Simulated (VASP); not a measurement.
# LiAl16O24 (a cell with a defect) (Li interstitial hop between voids) in VASP: a series of runs, part 2 of 2

VASP 6.6.1. Earlier steps stand in the parts before.

**4. Single point, HSE06**

POSCAR

```
LiAl16O24
1.0
    2.4039417600      1.3879164200      4.3742070900
   -4.8078835200      2.7758328500      8.7484141900
    0.0000000000     -5.5516656900      8.7484141900
Al O Li
16 24 1
Direct
    0.6433249500      0.3231726000      0.3274792700
    0.8508154100      0.4263657700      0.4274075200
    0.1447751800      0.0751762600      0.0744905500
    0.3498384900      0.1739615900      0.1796948500
    0.6418075700      0.3174719300      0.8195486700
    0.8313948600      0.4185090300      0.9175090500
    0.1456385000      0.0733604900      0.5742078600
    0.3515098900      0.1754592200      0.6755755400
    0.6449920400      0.8257948100      0.3258750200
    0.8508767100      0.9278833400      0.4272533800
    0.1651346000      0.5827072200      0.0839709300
    0.3546680900      0.6837772200      0.1819186200
    0.6466627700      0.8273018900      0.8217514900
    0.8517764400      0.9260419000      0.9269786900
    0.1456815800      0.5748925300      0.5740584400
    0.3532313600      0.6780657200      0.6739803600
    0.4421970900      0.0282695200      0.3761007300
    0.9425579000      0.1276307900      0.2774262500
    0.0626657500      0.3803629300      0.2160335400
    0.7446640900      0.2199943900      0.0256540900
    0.2476068000      0.2786406500      0.4718521300
    0.5720667700      0.4708735000      0.1214401600
    0.4429890000      0.0285193100      0.8759273400
    0.9439711800      0.1228779900      0.7769304400
    0.0463855700      0.3761123000      0.7190475000
    0.7487506200      0.2234675000      0.5269541000
    0.2348073100      0.2836771400      0.9695796800
    0.5485893000      0.4726957400      0.6260974000
    0.4479308900      0.5285661600      0.3753633400
    0.9501388900      0.6251305200      0.2824232600
    0.0525465500      0.8783629500      0.2245398700
    0.7616745800      0.7175759100      0.0319166000
    0.2477537800      0.7777930300      0.4745190800
    0.5535310800      0.9727227500      0.1255336400
    0.4244438900      0.5303616000      0.8800405300
    0.9338269400      0.6208780100      0.7854388700
    0.0539674000      0.8735972700      0.7240523000
    0.7488917300      0.7226307300      0.5296112900
    0.2518877000      0.7812261400      0.9758219200
    0.5543027800      0.9729998000      0.6253471000
    0.9981478100      0.5007010000      0.0006968700
```

INCAR.step1

```
PREC     = Accurate       # precision mode
ENCUT    = 520            # plane-wave cutoff, eV
EDIFF    = 1E-5           # SCF threshold, eV
ISMEAR   = -1             # smearing method
SIGMA    = 0.01           # smearing width, eV
LREAL    = Auto         
LASPH    = T              # aspherical terms in the spheres
NELM     = 60             # most SCF steps
ALGO     = Normal         # electronic algorithm
ISIF     = 2              # what is computed and relaxed
LWAVE    = T              # write WAVECAR
NBANDS   = 124            # bands
GGA      = PE             # functional
NELECT   = 194.0
```

INCAR.step2

```
PREC     = Accurate       # precision mode
ENCUT    = 520            # plane-wave cutoff, eV
EDIFF    = 1E-7           # SCF threshold, eV
ISMEAR   = -1             # smearing method
SIGMA    = 0.01           # smearing width, eV
LREAL    = Auto         
LASPH    = T              # aspherical terms in the spheres
NELM     = 60             # most SCF steps
ALGO     = Normal         # electronic algorithm
ISIF     = 2              # what is computed and relaxed
LWAVE    = F              # write WAVECAR
LCHARG   = T              # write CHGCAR
GGA      = PE             # functional
LHFCALC  = T              # exact exchange
HFSCREEN = 0.2079         # screening, 1/A
PRECFOCK = Fast         
LELF     = T              # ELF
LVHAR    = T            
NBANDS   = 124            # bands
ISTART   = 1            
NELECT   = 194.0
```

KPOINTS

```
Automatic mesh
0
Gamma
  1 1 1
  0.25 0.25 0.25
```

Potentials or basis: VASP PAW PBE potentials, release 64 (Al, O, Li_sv).

Launch:

```bash
cat potpaw_PBE.64/Al/POTCAR potpaw_PBE.64/O/POTCAR potpaw_PBE.64/Li_sv/POTCAR > POTCAR
cp INCAR.step1 INCAR
mpirun -np 1 vasp_std > vasp.out
cp INCAR.step2 INCAR
mpirun -np 1 vasp_std > vasp.out
```

OUTCAR:

```text
PREC = Accurate
   ENCUT = 520
   EDIFF = 1E-7
   ISMEAR = -1
   LREAL = Auto
   LASPH = T
   NELM = 60
   ISIF = 2
   GGA = PE
   LHFCALC = T
   HFSCREEN = 0.2079
   PRECFOCK = Fast
   ISTART = 1
   NELECT = 194.0

 ion  position               nearest neighbor table
   1  0.643  0.323  0.327-  21 1.86  18 1.87  22 1.89  26 1.96  29 1.99  19 2.06   2 2.68   8 2.79
                            41 2.81   4 2.83  12 2.87  10 3.23   2 3.24
   2  0.851  0.426  0.427-  21 1.86  28 1.88  30 1.89  29 1.97  26 1.98  19 2.02   1 2.68  11 2.79
                            15 2.82   7 2.82   5 3.18   1 3.24   9 3.27
   3  0.145  0.075  0.074-  31 1.86  23 1.88  20 1.90  18 1.99  27 1.99  34 1.99   4 2.68   6 2.79
                            10 2.82  14 2.83  12 3.18   4 3.25   8 3.26
   4  0.350  0.174  0.180-  17 1.85  20 1.87  19 1.89  18 1.97  34 1.98  27 2.07   3 2.68   9 2.79
                            41 2.81   1 2.83   5 2.87   7 3.22   3 3.25
   5  0.642  0.317  0.820-  24 1.83  28 1.84  27 1.86  25 2.02  20 2.02  35 2.11   6 2.57  41 2.82
                             8 2.83   4 2.87  16 2.87  14 3.18   2 3.18   6 3.33
   6  0.831  0.419  0.918-  25 1.88  20 1.88  35 1.89  27 1.93  36 1.93  22 1.95  41 2.18   5 2.57
                            11 2.77   3 2.79  15 2.79   5 3.33
[... 308 lines left out ...]
      5     -14.6963      2.00000
      6     -14.6575      2.00000
[... 101 lines left out ...]
    108      16.4090      0.00000
    109      16.5822      0.00000
 [bands above 109 left out]

------------------------ aborting loop because EDIFF is reached ----------------------------------------

  FORCE on cell =-STRESS in cart. coord.  units (eV):
  Direction    XX          YY          ZZ          XY          YZ          ZX
  --------------------------------------------------------------------------------------
  -------------------------------------------------------------------------------------
  Total      -27.9247294    -27.9426087    -16.1946393      0.0843258      0.0454526     -0.1865520
  in kB     -127.7325895   -127.8143726    -74.0771087      0.3857209      0.2079080     -0.8533215
  external PRESSURE =    -109.8746903 kB  Pullay stress =       0.0000000 kB

 VOLUME and BASIS-vectors are now :
 -----------------------------------------------------------------------------
  energy-cutoff  :      520.00
  volume of cell :      350.27
      direct lattice vectors                 reciprocal lattice vectors
     2.403941760  1.387916420  4.374207090     0.207991728  0.120084080  0.076204287
    -4.807883520  2.775832850  8.748414190    -0.103995864  0.060042040  0.038102144
     0.000000000 -5.551665690  8.748414190    -0.000000000 -0.120084080  0.038102144

 POSITION                                       TOTAL-FORCE (eV/Angst)
 -----------------------------------------------------------------------------------
     -0.00726     -0.02810      8.50621         0.006707     -0.024248      0.013216
     -0.00461     -0.00844     11.19081        -0.002903     -0.012138     -0.017387
     -0.01341     -0.00393      1.94262         0.008310     -0.008523      0.015631
      0.00460     -0.02917      4.62420         0.025475     -0.015608     -0.019341
      0.01650     -2.77784     12.75453         0.027432      0.010444     -0.001490
     -0.01352     -2.77809     15.32473         0.002778      0.000340     -0.050631
[... 33 lines left out ...]
     -3.34556     -0.00151     16.40764        -0.023881     -0.001494      0.014071
     -0.00782      2.77134      8.75254         0.004753      0.000879     -0.001658
 -----------------------------------------------------------------------------------
    total drift:                               -0.006284     -0.007189      0.011113

  FREE ENERGIE OF THE ION-ELECTRON SYSTEM (eV)
  ---------------------------------------------------
  free  energy   TOTEN  =      -372.0039230885 eV

  energy  without entropy=     -372.0039230885  energy(sigma->0) =     -372.00392309
```

OSZICAR.step1:

```text
N       E                     dE             d eps       ncg     rms          rms(c)
DAV:   1     0.109360590770E+04    0.10936E+04   -0.10255E+05   248   0.151E+03
DAV:   2    -0.264934213126E+03   -0.13585E+04   -0.13264E+04   308   0.335E+02
DAV:   3    -0.339122438253E+03   -0.74188E+02   -0.73894E+02   304   0.827E+01
DAV:   4    -0.341033526340E+03   -0.19111E+01   -0.19055E+01   392   0.109E+01
DAV:   5    -0.341070310999E+03   -0.36785E-01   -0.36773E-01   328   0.145E+00    0.344E+01
DAV:   6    -0.309892463815E+03    0.31178E+02   -0.13310E+02   280   0.314E+01    0.119E+01
DAV:   7    -0.309971531944E+03   -0.79068E-01   -0.31873E+00   288   0.504E+00    0.655E+00
DAV:   8    -0.309999266687E+03   -0.27735E-01   -0.32560E-01   296   0.237E+00    0.185E+00
DAV:   9    -0.310027618096E+03   -0.28351E-01   -0.95213E-02   304   0.113E+00    0.548E-01
DAV:  10    -0.310030646719E+03   -0.30286E-02   -0.92483E-03   288   0.339E-01    0.219E-01
DAV:  11    -0.310030494137E+03    0.15258E-03   -0.20409E-03   304   0.179E-01    0.126E-01
DAV:  12    -0.310030626479E+03   -0.13234E-03   -0.41066E-04   280   0.721E-02    0.352E-02
DAV:  13    -0.310030632047E+03   -0.55679E-05   -0.12644E-04   296   0.442E-02    0.173E-02
DAV:  14    -0.310030633303E+03   -0.12562E-05   -0.19535E-05   176   0.168E-02
   1 F= -.31003063E+03 E0= -.31003063E+03  d E =0.000000E+00
```

It took 28 min on 1 thread of Intel Xeon 8259CL, shared host; peak memory 0.76 GiB.

Results:

| Item | Value |
| --- | --- |
| Free energy | -372.0039 eV |
| Largest force | 0.092 eV/Å |

Forces on the atoms (eV/Å):
```
Al   0.007 -0.024  0.013
Al  -0.003 -0.012 -0.017
Al   0.008 -0.009  0.016
Al   0.025 -0.016 -0.019
Al   0.027  0.010 -0.001
Al   0.003  0.000 -0.051
Al   0.000 -0.001  0.030
Al   0.002  0.004 -0.038
Al  -0.003 -0.005  0.042
Al   0.001  0.005 -0.032
Al  -0.005 -0.004  0.048
Al  -0.026 -0.011  0.003
Al  -0.027  0.016  0.019
Al  -0.011  0.007 -0.015
Al   0.004  0.012  0.018
Al  -0.009  0.022 -0.013
O    0.025 -0.001 -0.012
O    0.015  0.032  0.021
O   -0.016 -0.014 -0.010
O   -0.056  0.053  0.027
O    0.017 -0.019  0.008
O   -0.064 -0.006 -0.020
O    0.042  0.001 -0.009
O   -0.019  0.022 -0.007
O   -0.026 -0.081  0.036
O   -0.021  0.038 -0.011
O    0.024  0.002  0.001
O   -0.018 -0.023  0.002
O    0.020  0.024 -0.002
O    0.023  0.081 -0.034
O    0.020 -0.022  0.005
O   -0.020  0.005 -0.002
O    0.024 -0.037  0.013
O   -0.043 -0.001  0.008
O    0.062  0.007  0.018
O    0.015  0.015  0.013
O   -0.018 -0.032 -0.022
O   -0.015  0.019 -0.009
O    0.053 -0.053 -0.028
O   -0.024 -0.001  0.014
Li   0.005  0.001 -0.002
```

Levels at points of the mesh, in eV from the Fermi level:
```csv
k point,band 93,band 94,band 95,band 96,band 97,band 98,band 99,band 100,band 101,band 102
"(0.25, 0.25, 0.25)",-0.80,-0.70,-0.68,-0.44,-0.40,8.25,10.47,10.70,10.75,10.87
```

Caveat: the k points lie up to 1.58 Å⁻¹ apart; the cell carries a net charge on a neutralising background, which shifts energy and pressure; the cell is charged against a uniform background, so pressure and absolute levels hang on convention; the cutoff is under 1.25 times the usual one of these potentials, so pressure, stress and relaxed cells hold a basis-set (Pulay) error; the PAW data sets were made with another functional, which shifts forces and pressure a little.
